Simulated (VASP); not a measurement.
# Ru: single point with PBE

Ru:

```xyz
2
Lattice="2.7058 0.0000 0.0000 -1.3529 2.3433 0.0000 0.0000 0.0000 4.2819" Properties=species:S:1:pos:R:3 pbc="T T T"
Ru    0.0000    1.5622    1.0705
Ru    1.3529    0.7811    3.2114
```

- Program: VASP 6.6.1
- Task: single point
- Functional: PBE
- Potentials or basis: VASP PAW PBE potentials, release 64 (Ru_pv)
- Cutoff: 520 eV
- k mesh: 18 × 18 × 10
- Occupations: gaussian, width 0.1 eV
- Spin: no spin polarisation
- Dipole correction: no
- Further INCAR settings: ALGO = Normal; EDIFF = 1e-07; NBANDS = 21

| Item | Value |
| --- | --- |
| Pressure | 4.4 GPa |
| Band gap on the k mesh | zero (bands 14 and 15 overlap by 3.13 eV) |

Stress tensor (GPa, compression positive):
```
4.54 0.00 0.00
0.00 4.54 0.00
0.00 0.00 4.06
```

Levels at points of the mesh, in eV from the Fermi level:
| k point | band 12 | band 13 | band 14 | band 15 | band 16 | band 17 |
| --- | --- | --- | --- | --- | --- | --- |
| (0.00, 0.00, 0.00) | -1.91 | -1.91 | -1.38 | -1.38 | 1.19 | 1.19 |
| (0.50, 0.00, 0.00) | -1.78 | -1.51 | 1.43 | 1.85 | 1.92 | 4.07 |
| (0.00, 0.00, 0.50) | -2.75 | -2.70 | -2.70 | 0.55 | 0.55 | 0.55 |
| (0.50, 0.00, 0.50) | -1.05 | 0.46 | 0.46 | 1.69 | 1.69 | 3.40 |

It took 47 s on 1 thread of Intel(R) Xeon(R) 6975P-C (Granite Rapids) (shared host), peak memory 0.21 GiB.

Caveat: the cell stands under pressure.
